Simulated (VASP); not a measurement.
Write the native input for VASP 6.6.1 that does the following.

```
Task                   : single point
Functional             : PBE
Potentials or basis    : VASP PAW PBE potentials, release 64 (Al, B, P)
Cutoff                 : 500 eV
k mesh                 : 3 × 3 × 4
Occupations            : gaussian, width 0.2 eV
Spin                   : no spin polarisation
Dipole correction      : no
Further INCAR settings : ALGO = Normal; EDIFF = 1e-06; NBANDS = 26
```

The structure of Al3BP4 lies in POSCAR:

```
Al3BP4
1.0
    4.7428235867     -4.7495118203     -1.1056066938
    4.7428235867      4.7495118203     -1.1056066938
   -1.1811687918      0.0000000000      4.4097556439
Al B P
3 1 4
Direct
    0.2163574280      0.7836425720      0.0000000000
    0.7836425720      0.2163574280      0.0000000000
    0.5000000000      0.5000000000      0.0000000000
    0.0000000000      0.0000000000      0.0000000000
    0.0000000000      0.5000000000      0.5000000000
    0.5000000000      0.0000000000      0.5000000000
    0.0000000000      0.5000000000      0.0000000000
    0.5000000000      0.0000000000      0.0000000000
```

The input as run:

INCAR

```
PREC = Accurate ; ENCUT = 500
EDIFF = 1E-6 ; ISMEAR = 0
SIGMA = 0.2 ; LREAL = F
LASPH = T ; NELM = 120
ALGO = Normal ; ISIF = 2
LWAVE = F ; LCHARG = F
GGA = PE ; NBANDS = 26
GGA_COMPAT = F
```

KPOINTS

```
Automatic mesh
0
Gamma
  3 3 4
```

Potentials or basis: VASP PAW PBE potentials, release 64 (Al, B, P).

Run with:

```sh
$ cat potpaw_PBE.64/Al/POTCAR potpaw_PBE.64/B/POTCAR potpaw_PBE.64/P/POTCAR > POTCAR
$ mpirun -np 1 vasp_std > vasp.out
```

It gave:

```
Pressure               : 0.1 GPa
Band gap on the k mesh : zero (band 16 reaches 4.04 eV, above the bottom of band 17 at 2.98 eV)
```

Caveat: the k points lie up to 0.39 Å⁻¹ apart.

It took 34 s on 1 thread of Intel(R) Xeon(R) 6975P-C (Granite Rapids), on a shared host, peak memory 0.3 GiB.
